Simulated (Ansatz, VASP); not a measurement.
# One calculation of B4N3, two programs

```
CELL_PARAMETERS angstrom
-1.72397 1.72397 3.52821
1.72397 -1.72397 3.52821
1.72397 1.72397 -3.52821
ATOMIC_POSITIONS crystal
B 0.00000 0.50000 0.50000
B 0.75607 0.75607 0.00000
B 0.24393 0.24393 0.00000
B 0.50000 0.00000 0.50000
N 0.25000 0.75000 0.50000
N 0.75000 0.25000 0.50000
N 0.00000 0.00000 0.00000
```

Change from the starting cell: species swapped into the Nb4N3 type (I4/mmm, No. 139).

Alike in both runs: functional PBE; k mesh 6 × 6 × 6; occupations gaussian, width 0.2 eV; no spin polarisation.

Ansatz relaxed the structure, and its values are those at the end. VASP's run is a single point on that final structure, the one shown.

```csv
,VASP,Ansatz
version,VASP 6.6.1,Ansatz 0.2.0
potentials or method,"VASP PAW PBE potentials, release 64 (B, N), cutoff 600 eV","scalar-relativistic, plane waves, PAW"
valence electrons in the cell,27,27
```

Ansatz gave:

```
gap on the k mesh at the Fermi level (eV) : none
pressure (GPa)                            : -0.6
rms of the force components (eV/Å)        : 0.021
```

**Question.** What did VASP give for the same quantities?

**Answer.** gap on the k mesh at the Fermi level (eV): none; pressure (GPa): -0.9; rms of the force components (eV/Å): 0.020.

A gap of «none» marks a metal or a gap that the smearing closes.

The k mesh is coarse, so the values compare programs but aren't converged.
